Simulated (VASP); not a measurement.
Input of a VASP 6.6.1 run:

INCAR

```
  PREC = Accurate
  ENCUT = 520
  EDIFF = 1E-7
  ISMEAR = 0
  SIGMA = 0.15
  LREAL = F
  LASPH = T
  NELM = 60
  ALGO = Fast
  ISIF = 2
  LWAVE = F
  LCHARG = F
  GGA = PS
  NBANDS = 42
```

The input KPOINTS:

```
Automatic mesh
0
Gamma
  18 18 4
```

POSCAR

```
Au
1.0
    2.0455000000     -2.0455000000      0.0000000000
    2.0455000000      0.0000000000     -2.0455000000
    8.4706751346      8.4706751346      8.4706751346
Au
6
Direct
    0.6666666667      0.6666666667      0.0804772885
    0.0000000000      0.0000000000      0.8854111604
    0.3333333333      0.3333333333      0.2414640629
    0.6666666667      0.6666666667      0.5634376116
    0.0000000000      0.0000000000      0.4024508373
    0.3333333333      0.3333333333      0.7244243860
```

Potentials or basis: VASP PAW PBE potentials, release 64 (Au).

Run with:

```console
$ cat potpaw_PBE.64/Au/POTCAR > POTCAR
$ mpirun -np 1 vasp_std > vasp.out
```

(1) Predict the pressure.

(2) Estimate the band gap on the k mesh.

(3) Predict the largest force.

Results:

(1) -4.2 GPa.

(2) zero (bands 33 and 34 overlap by 4.93 eV).

(3) 0.655 eV/Å.

Caveat: the cell differs from its parent crystal (the distance across one plane changed); the cell stands under tension; the PAW data sets were made with another functional, which shifts forces and pressure a little; spin-orbit coupling is left out, which moves the levels of the heavy elements.
